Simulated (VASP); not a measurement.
# Cr (P6_3/mmc) in VASP: notebook

Cr is run at these levels: LDA; tasks: single point.

All numbers are computed with VASP 6.6.1; they aren't measurements. Logs are shortened: lines on timing, memory, paths and dates and some standing lists are left out, and cuts for length are marked.

## (1) The cell of the first run

It takes space group P6_3/mmc (No. 194, hexagonal). The conventional cell has a = 2.442 Å, b = 2.442 Å, c = 4.379 Å, α = 90.00°, β = 90.00°, γ = 120.00°. Cr (site symmetry -6m2) has 12 Cr at 2.44 to 2.60 Å within 3.2 Å.

## (2) Single point, LDA, collinear spin, ferromagnetic start

Input file INCAR:

```
SYSTEM = Cr
  ALGO = Normal
  EDIFF = 1E-6
  ENCUT = 520
  ISIF = 2
  ISMEAR = -1
  ISPIN = 2
  LASPH = .TRUE.
  LCHARG = .FALSE.
  LMAXMIX = 4
  LORBIT = 11
  LREAL = .FALSE.
  LWAVE = .FALSE.
  MAGMOM = 2 2
  NBANDS = 23
  NELM = 150
  PREC = Accurate
  SIGMA = 0.05
```

Input file KPOINTS:

```
k-points
0
G
  18 18 10
  0 0 0
```

Input file POSCAR:

```
Cr
1.0
    2.4416908373      0.0000000000      0.0000000000
   -1.2208454186      2.1145662933      0.0000000000
    0.0000000000      0.0000000000      4.3790564310
Cr
2
Direct
    0.3333333333      0.6666666667      0.2500000000
    0.6666666667      0.3333333333      0.7500000000
```

Potentials or basis: VASP PAW LDA potentials, release 64 (Cr_pv).

On the command line:

```sh
$ cat potpaw_LDA.64/Cr_pv/POTCAR > POTCAR
$ mpirun -np 1 vasp_std > vasp.out
```

OUTCAR:

```text
SYSTEM = Cr
   EDIFF = 1E-6
   ENCUT = 520
   ISIF = 2
   ISMEAR = -1
   ISPIN = 2
   LASPH = .TRUE.
   LORBIT = 11
   LREAL = .FALSE.
   NELM = 150
   PREC = Accurate

 ion  position               nearest neighbor table
   1  0.333  0.667  0.250-   2 2.60   2 2.60   2 2.60   2 2.60   2 2.60   2 2.60
   2  0.667  0.333  0.750-   1 2.60   1 2.60   1 2.60   1 2.60   1 2.60   1 2.60

  LATTYP: Found a hexagonal cell.
 ALAT       =     2.4416908373
 C/A-ratio  =     1.7934524568

  Lattice vectors:

 A1 = (   2.4416908373,   0.0000000000,   0.0000000000)
 A2 = (  -1.2208454186,   2.1145662933,   0.0000000000)
 A3 = (   0.0000000000,   0.0000000000,   4.3790564310)

Analysis of symmetry for initial positions (statically):
=====================================================================
 Subroutine PRICEL returns:
 Original cell was already a primitive cell.

 Routine SETGRP: Setting up the symmetry group for a
 hexagonal supercell.

 Subroutine GETGRP returns: Found 24 space group operations
 (whereof 12 operations were pure point group operations)
 out of a pool of 24 trial point group operations.

The static configuration has the point symmetry D_3d.
 The point group associated with its full space group is D_6h.

Analysis of symmetry for dynamics (positions and initial velocities):
=====================================================================
 Subroutine PRICEL returns:
 Original cell was already a primitive cell.

 Routine SETGRP: Setting up the symmetry group for a
 hexagonal supercell.

 Subroutine GETGRP returns: Found 24 space group operations
 (whereof 12 operations were pure point group operations)
 out of a pool of 24 trial point group operations.

The dynamic configuration has the point symmetry D_3d.
 The point group associated with its full space group is D_6h.

Analysis of structural, dynamic, and magnetic symmetry:
=====================================================================
 Subroutine PRICEL returns:
 Original cell was already a primitive cell.

 Routine SETGRP: Setting up the symmetry group for a
 hexagonal supercell.

 Subroutine GETGRP returns: Found 24 space group operations
 (whereof 12 operations were pure point group operations)
 out of a pool of 24 trial point group operations.

The overall configuration has the point symmetry D_3d.
 The point group associated with its full space group is D_6h.

 Subroutine INISYM returns: Found 24 space group operations
 (whereof 12 operations are pure point group operations),
 and found     1 'primitive' translations

----------------------------------------------------------------------------------------

                                     Primitive cell

  volume of cell :      22.6096

  direct lattice vectors                    reciprocal lattice vectors
     2.441690837  0.000000000  0.000000000     0.409552260  0.236455107  0.000000000
    -1.220845419  2.114566293  0.000000000     0.000000000  0.472910215  0.000000000
     0.000000000  0.000000000  4.379056431     0.000000000  0.000000000  0.228359697

  length of vectors
     2.441690837  2.441690837  4.379056431     0.472910215  0.472910215  0.228359697

  position of ions in fractional coordinates (direct lattice)
     0.333333333  0.666666667  0.250000000
     0.666666667  0.333333333  0.750000000

  ion indices of the primitive-cell ions
   primitive index   ion index
                 1           1
                 2           2

----------------------------------------------------------------------------------------

 KPOINTS: k-points

Automatic generation of k-mesh.
 Grid dimensions read from file:
 generate k-points for:   18   18   10

 Generating k-lattice:

  Cartesian coordinates                     Fractional coordinates (reciprocal lattice)
     0.022752903  0.013136395  0.000000000     0.055555556  0.000000000  0.000000000
     0.000000000  0.026272790  0.000000000     0.000000000  0.055555556  0.000000000
     0.000000000  0.000000000  0.022835970     0.000000000  0.000000000  0.100000000

  Length of vectors
     0.026272790  0.026272790  0.022835970

  Shift w.r.t. Gamma in fractional coordinates (k-lattice)
     0.000000000  0.000000000  0.000000000

 Subroutine IBZKPT returns following result:
 ===========================================

 Found    222 irreducible k-points:

 Following reciprocal coordinates:
            Coordinates               Weight
  0.000000  0.000000  0.000000      1.000000
  0.055556 -0.000000  0.000000      6.000000
  0.111111 -0.000000  0.000000      6.000000
  0.166667 -0.000000  0.000000      6.000000
  0.222222 -0.000000  0.000000      6.000000
  0.277778 -0.000000  0.000000      6.000000
[... 16 lines left out ...]
  0.333333  0.111111  0.000000     12.000000
  0.388889  0.111111  0.000000     12.000000
 [... further k-points ...]
   k-points           NKPTS =    222   k-points in BZ     NKDIM =    222   number of bands    NBANDS=     23
   number of dos      NEDOS =    301   number of ions     NIONS =      2
   total plane-waves  NPLWV =  11664
   dimension x,y,z NGX =    18 NGY =   18 NGZ =   36
   dimension x,y,z NGXF=    36 NGYF=   36 NGZF=   72
   ions per type =               2
   NGX,Y,Z   is equivalent  to a cutoff of  12.26, 12.26, 13.67 a.u.
   NGXF,Y,Z  is equivalent  to a cutoff of  24.51, 24.51, 27.33 a.u.
 SYSTEM =  Cr
   PREC   = accura    normal or accurate (medium, high low for compatibility)
   ISTART =      0    job   : 0-new  1-cont  2-samecut
   ICHARG =      2    charge: 1-file 2-atom 10-const
   ISPIN  =      2    spin polarized calculation?
   LNONCOLLINEAR =      F non collinear calculations
   LSORBIT =      F    spin-orbit coupling
   LASPH  =      T    aspherical Exc in radial PAW
   ENCUT  =  520.0 eV  38.22 Ry    6.18 a.u.   4.54  4.54  8.14*2*pi/ulx,y,z
   NELM   =    150;   NELMIN=  2; NELMDL= -5     # of ELM steps
   EDIFF  = 0.1E-05   stopping-criterion for ELM
   LREAL  =      F    real-space projection
   EDIFFG = 0.1E-04   stopping-criterion for IOM
   NSW    =      0    number of steps for IOM
   IBRION =     -1    ionic relax: 0-MD 1-quasi-New 2-CG
   NFREE  =      0    steps in history (QN), initial steepest desc. (CG)
   ISIF   =      2    stress and relaxation
   ISYM   =      2    0-nonsym 1-usesym 2-fastsym
   POTIM  = 0.5000    time-step for ionic-motion
   TEBEG  =    0.0;   TEEND  =   0.0 temperature during run
   PSTRESS=    0.0 pullay stress
   NELECT =      24.0000    total number of electrons
   NUPDOWN=      -1.0000    fix difference up-down
   EMIN   =  10.00;   EMAX   =-10.00  energy-range for DOS
   EFERMI =   0.00;   METHOD = LEGACY
   ISMEAR =    -1;   SIGMA  =   0.05  broadening in eV -4-tet -1-fermi 0-gaus
   EFERMI_NEDOS =   21; number of points for ismear=-14 and -15
   IALGO  =     38    algorithm
   IMIX   =      4    mixing-type and parameters
     AMIX     =   0.40;   BMIX     =  1.00
     AMIX_MAG =   1.60;   BMIX_MAG =  1.00
  volume/ion in A,a.u.               =      11.30        76.29
  Fermi-wavevector in a.u.,A,eV,Ry     =   1.669992  3.155827 37.944927  2.788873
  Thomas-Fermi vector in A             =   2.755568
   LORBIT       =     11    0 simple, 1 ext, 2 COOP (PROOUT), +10 PAW based schemes
   GGA     = CA    functional components
   LHFCALC =     F    Hartree Fock is set to
   AEXX    =    0.0000 exact exchange contribution
   IVDW    =     0    specifies the selected vdW correction
   LEPSILON=     F    determine dielectric tensor
   LRPA    =     F    only Hartree local field effects (RPA)
 spin polarized calculation
  energy-cutoff  :      520.00
  volume of cell :       22.61
 maximum number of plane-waves:       635
   NGX =  9   NGY =  9   NGZ = 17

 number of electron      24.0000003 magnetization       0.3245362

 number of electron      24.0000003 magnetization      -0.0000058

 Free energy of the ion-electron system (eV)
  ---------------------------------------------------
  ext. energy  EPLUGINS =         0.00000000
  ---------------------------------------------------
  free energy    TOTEN  =       -20.42619047 eV

  energy without entropy =      -20.40262815  energy(sigma->0) =      -20.41440931

 E-fermi :  10.9251     XC(G=0): -14.1053

 val. band max:       10.9180725604   @ k =   0.1111  -0.0000   0.4000
 cond. band min:      10.9287531501   @ k =   0.5000   0.0000   0.2000
 fundamental gap:      0.0106805897
 Fermi energy:        10.9250737916

 spin component 1

 k-point     1 :       0.0000    0.0000    0.0000
  band No.  band energies     occupation
      1     -32.0134      1.00000
      2     -31.2013      1.00000
      3     -31.0218      1.00000
      4     -31.0218      1.00000
      5     -30.9461      1.00000
      6     -30.9461      1.00000
[... 15 lines left out ...]
     22      31.3008      0.00000
     23      31.5395      0.00000
[... 575 lines left out ...]
      1     -31.9900      1.00000
      2     -31.8796      1.00000
      3     -31.5765      1.00000
      4     -31.3505      1.00000
      5     -31.3181      1.00000
      6     -31.2163      1.00000
[... 15 lines left out ...]
     22      23.1638      0.00000
     23      25.8679      0.00000

 [... further k-points ...]

 spin component 2

 k-point     1 :       0.0000    0.0000    0.0000
  band No.  band energies     occupation
      1     -32.0134      1.00000
      2     -31.2013      1.00000
      3     -31.0218      1.00000
      4     -31.0218      1.00000
      5     -30.9461      1.00000
      6     -30.9461      1.00000
[... 15 lines left out ...]
     22      31.3008      0.00000
     23      31.5395      0.00000
[... 575 lines left out ...]
      1     -31.9900      1.00000
      2     -31.8796      1.00000
      3     -31.5765      1.00000
      4     -31.3505      1.00000
      5     -31.3181      1.00000
      6     -31.2163      1.00000
[... 15 lines left out ...]
     22      23.1638      0.00000
     23      25.8679      0.00000

 [... further k-points ...]

------------------------ aborting loop because EDIFF is reached ----------------------------------------

  FORCE on cell =-STRESS in cart. coord.  units (eV):
  Direction    XX          YY          ZZ          XY          YZ          ZX
  --------------------------------------------------------------------------------------
  -------------------------------------------------------------------------------------
  Total       -0.4941978     -0.4941978     -0.4955387     -0.0000000     -0.0000000      0.0000000
  in kB      -35.0202235    -35.0202235    -35.1152420     -0.0000000     -0.0000000      0.0000000
  external PRESSURE =     -35.0518963 kB  Pullay stress =       0.0000000 kB

 VOLUME and BASIS-vectors are now :
 -----------------------------------------------------------------------------
  energy-cutoff  :      520.00
  volume of cell :       22.61
      direct lattice vectors                 reciprocal lattice vectors
     2.441690837  0.000000000  0.000000000     0.409552260  0.236455107  0.000000000
    -1.220845419  2.114566293  0.000000000     0.000000000  0.472910215  0.000000000
     0.000000000  0.000000000  4.379056431     0.000000000  0.000000000  0.228359697

 POSITION                                       TOTAL-FORCE (eV/Angst)
 -----------------------------------------------------------------------------------
     -0.00000      1.40971      1.09476         0.000000     -0.000000      0.000000
      1.22085      0.70486      3.28429        -0.000000      0.000000      0.000000
 -----------------------------------------------------------------------------------
    total drift:                               -0.000000      0.000000     -0.000000

  FREE ENERGIE OF THE ION-ELECTRON SYSTEM (eV)
  ---------------------------------------------------
  free  energy   TOTEN  =       -20.4261904727 eV

  energy  without entropy=      -20.4026281526  energy(sigma->0) =      -20.41440931

 total charge

# of ion       s       p       d       tot
------------------------------------------
    1        0.446   6.395   4.298  11.139
    2        0.446   6.395   4.298  11.139
--------------------------------------------------
tot          0.891  12.791   8.596  22.278

 magnetization (x)

# of ion       s       p       d       tot
------------------------------------------
    1        0.000   0.000  -0.000  -0.000
    2        0.000   0.000  -0.000  -0.000
--------------------------------------------------
tot          0.000   0.000  -0.000  -0.000
```

Run time: 5 min. Hardware: 1 thread of Intel Xeon 8259CL, shared host; peak memory 0.25 GiB.

What came out:

* Free energy: -20.4262 eV
* Pressure: -3.5 GPa
* Band gap on the k mesh: zero (filled and empty bands overlap)
* Net moment: 0.00 μB per cell
* Valence electrons inside the program's atomic spheres: Cr 11.14

Caveat: the starting moments collapsed, and a magnetic state may lie lower.

## (3) Single point, LDA, collinear spin, ferromagnetic start

Input file INCAR:

```
SYSTEM = Cr
ALGO = Normal
EDIFF = 1E-6
ENCUT = 520
ISIF = 2
ISMEAR = -1
ISPIN = 2
LASPH = .True.
LCHARG = .False.
LMAXMIX = 4
LORBIT = 11
LREAL = .False.
LWAVE = .False.
MAGMOM = 2 2
NBANDS = 23
NELM = 150
PREC = Accurate
SIGMA = 0.05
```

Input file KPOINTS:

```
k-points
0
Gamma
  18 18 10
  0 0 0
```

Input file POSCAR:

```
Cr
1.0
    2.4418062058      0.0000000000      0.0000000000
   -1.2209031029      2.1146662054      0.0000000000
    0.0000000000      0.0000000000      4.3799310512
Cr
2
Direct
    0.3333333333      0.6666666667      0.2500000000
    0.6666666667      0.3333333333      0.7500000000
```

Potentials or basis: VASP PAW LDA potentials, release 64 (Cr_pv).

On the command line:

```sh
$ cat potpaw_LDA.64/Cr_pv/POTCAR > POTCAR
$ mpirun -np 1 vasp_std > vasp.out
```

Run time: 4.1 min. Hardware: 1 thread of Intel Xeon 8259CL, shared host; peak memory 0.25 GiB.

The run converged. Its results:

```
Free energy                                           : -20.4260 eV
Pressure                                              : -3.6 GPa
Band gap on the k mesh                                : zero (filled and empty bands overlap)
Net moment                                            : 0.00 μB per cell
Valence electrons inside the program's atomic spheres : Cr 11.14
```

Levels at points of the mesh, in eV from the Fermi level:
Spin up:
```
           k point  band 9  band 10  band 11  band 12  band 13  band 14  band 15  band 16
(0.00, 0.00, 0.00)   -1.32    -0.40    -0.40    -0.11    -0.05    -0.05     1.11     1.11
(0.50, 0.00, 0.00)   -3.63    -1.04    -0.49    -0.29    -0.20     2.42     3.04     3.17
(0.00, 0.00, 0.50)   -1.71    -1.71    -0.38    -0.38    -0.38    -0.38     1.89     1.89
(0.50, 0.00, 0.50)   -2.67    -2.67     0.96     0.96     1.44     1.44     3.11     3.11
```
Spin down:
```
           k point  band 10  band 11  band 12  band 13  band 14  band 15
(0.00, 0.00, 0.00)    -0.40    -0.40    -0.11    -0.05    -0.05     1.11
(0.50, 0.00, 0.00)    -1.04    -0.49    -0.29    -0.20     2.42     3.04
(0.00, 0.00, 0.50)    -1.71    -0.38    -0.38    -0.38    -0.38     1.89
(0.50, 0.00, 0.50)    -2.67     0.96     0.96     1.44     1.44     3.11
```

Caveat: the starting moments collapsed, and a magnetic state may lie lower.
